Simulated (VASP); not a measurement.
Set up this calculation in VASP 6.6.1, as the native input.

```yaml
Task: single point
Functional: PBEsol
Potentials_or_basis: VASP PAW PBE potentials, release 64 (Zr_sv, B)
Cutoff: 520 eV
k_mesh: 18 × 18 × 12
Occupations: gaussian, width 0.15 eV
Spin: no spin polarisation
Dipole_correction: no
Further_INCAR_settings: ALGO = Normal; EDIFF = 1e-07; NBANDS = 16
```

The structure of ZrB2 lies in POSCAR:

```
ZrB2
1.0
    3.2617130691      0.0000000000      0.0000000000
   -1.6308565346      2.8247263777      0.0000000000
    0.0000000000      0.0000000000      3.4120780416
Zr B
1 2
Direct
    0.0000000000      0.0000000000      0.0000000000
    0.3333333333      0.6666666667      0.5000000000
    0.6666666667      0.3333333333      0.5000000000
```

These files were run (other wordings do the same):

INCAR

```
PREC     = Accurate       # precision mode
ENCUT    = 520            # plane-wave cutoff, eV
EDIFF    = 1E-7           # SCF threshold, eV
ISMEAR   = 0              # smearing method
SIGMA    = 0.15           # smearing width, eV
LREAL    = F              # projectors in reciprocal space
LASPH    = T              # aspherical terms in the spheres
NELM     = 80             # most SCF steps
ALGO     = Normal         # electronic algorithm
ISIF     = 2              # what is computed and relaxed
LWAVE    = F              # write WAVECAR
LCHARG   = F              # write CHGCAR
GGA      = PS             # functional
NBANDS   = 16             # bands
```

KPOINTS

```
regular mesh
0
Gamma
  18 18 12
```

Potentials or basis: VASP PAW PBE potentials, release 64 (Zr_sv, B).

The run is started by

```sh
$ cat potpaw_PBE.64/Zr_sv/POTCAR potpaw_PBE.64/B/POTCAR > POTCAR
$ mpirun -np 1 vasp_std > vasp.out
```

Results of the run:

```
Pressure               : -9.3 GPa
Band gap on the k mesh : zero (bands 9 and 10 overlap by 0.93 eV)
```

Caveat: the cell stands under tension; the PAW data sets were made with another functional, which shifts forces and pressure a little.

Wall time 41 s on 1 thread of Intel(R) Xeon(R) Platinum 8559C (Emerald Rapids), with other jobs on the host, peak memory 0.24 GiB.
